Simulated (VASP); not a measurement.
Ta2C, 3 atoms in the cell. The structure is trigonal, space group P-3m1 (No. 164). Conventional cell: a = 3.097 Å, b = 3.097 Å, c = 4.905 Å, α = 90.00°, β = 90.00°, γ = 120.00°. Within 2.9 Å of Ta (site symmetry 3m) lie 3 C at 2.19 Å. C (site symmetry -3m) has 6 Ta at 2.19 Å within 2.9 Å. 

* Program: VASP 6.6.1
* Task: single point
* Functional: BLYP
* Dispersion: D3(BJ)
* Potentials or basis: VASP PAW PBE potentials, release 64 (Ta_pv, C)
* Cutoff: 520 eV
* k mesh: 8 × 8 × 6
* Occupations: gaussian, width 0.05 eV
* Spin: no spin polarisation
* Dipole correction: no
* Further INCAR settings: ALGO = Normal; EDIFF = 1e-07; NBANDS = 20

Potentials or basis: VASP PAW PBE potentials, release 64 (Ta_pv, C).

Command:

```sh
$ cat potpaw_PBE.64/Ta_pv/POTCAR potpaw_PBE.64/C/POTCAR > POTCAR
$ mpirun -np 1 vasp_std > vasp.out
```

Hardware: 1 thread of Intel(R) Xeon(R) Platinum 8488C (Sapphire Rapids) (shared host).

Question: How long does it take, and how much memory?

Answer: Wall time 27 s on 1 thread of Intel(R) Xeon(R) Platinum 8488C (Sapphire Rapids) (shared host), peak memory 0.19 GiB. Counts: scf iterations 15, k points 50.
